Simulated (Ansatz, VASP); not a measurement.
# WS2: VASP beside Ansatz

INCAR

```
SYSTEM = WS2
  ALGO = Normal
  EDIFF = 1E-6
  ENCUT = 520
  GGA = PE
  ISIF = 2
  ISMEAR = 0
  LASPH = .True.
  LCHARG = .False.
  LREAL = .False.
  LWAVE = .False.
  NBANDS = 35
  NELM = 100
  PREC = Accurate
  SIGMA = 0.05
```

Contents of KPOINTS:

```
k-points
0
Gamma
  9 9 2
  0 0 0
```

POSCAR

```
WS2
1.0
    3.1800000000      0.0000000000      0.0000000000
   -1.5900000000      2.7539607840      0.0000000000
    0.0000000000      0.0000000000     12.5000000000
W S
2 4
Direct
    0.3333333333      0.6666666667      0.2500000000
    0.6666666667      0.3333333333      0.7500000000
    0.3333333333      0.6666666667      0.6250000000
    0.6666666667      0.3333333333      0.1250000000
    0.3130367723      0.6861183236      0.8667963514
    0.6666666667      0.3333333333      0.3750000000
```

Input for Ansatz:

```yaml
crystal:
  lattice:
    - [3.18, 0.0, 0.0]
    - [-1.59, 2.753960784, 0.0]
    - [0.0, 0.0, 12.5]
  atoms:
    - { symbol: W, position: [0.3333333333, 0.6666666667, 0.25] }
    - { symbol: W, position: [0.6666666667, 0.3333333333, 0.75] }
    - { symbol: S, position: [0.3333333333, 0.6666666667, 0.625] }
    - { symbol: S, position: [0.6666666667, 0.3333333333, 0.125] }
    - { symbol: S, position: [0.3130367723, 0.6861183236, 0.8667963514] }
    - { symbol: S, position: [0.6666666667, 0.3333333333, 0.375] }
basis:
  ecutwfc: 500
  fft_grid_basis: typed
kpoints:
  mp_grid: { grid: [9, 9, 2] }
hamiltonian:
  xc: pbe
  pseudopotentials: { kind: paw }
scf:
  occupations: { method: gaussian, width: 0.05 }
output:
  forces: true
  stress: true
  eigenvalues: true
  bader: true
  write_density: true
  volumetric_format: npy
```

Alike in both runs: task single point; functional PBE; k mesh 9 × 9 × 2; occupations gaussian, width 0.05 eV; no spin polarisation.

```csv
,VASP,Ansatz
version,VASP 6.6.1,Ansatz 0.2.0
potentials or method,"VASP PAW PBE potentials, release 64 (W_sv, S), cutoff 520 eV","scalar-relativistic, plane waves, PAW"
valence electrons in the cell,52,52
```

VASP gave:

```
gap on the k mesh at the Fermi level (eV)                     : 0.86
pressure (GPa)                                                : 5.4
traceless stress, the component that is largest in VASP (GPa) : 3.19
rms of the force components (eV/Å)                            : 0.865
```

Estimate Ansatz's values.

gap on the k mesh at the Fermi level (eV): 0.83; pressure (GPa): 5.4; traceless stress, the component that is largest in VASP (GPa): 3.20; rms of the force components (eV/Å): 0.865.

Atom by atom the forces differ by 0.001 eV/Å (rms over components). The functional is the same, so the differences come from potentials, cutoffs and numerics.

Neither program's run includes spin-orbit coupling.
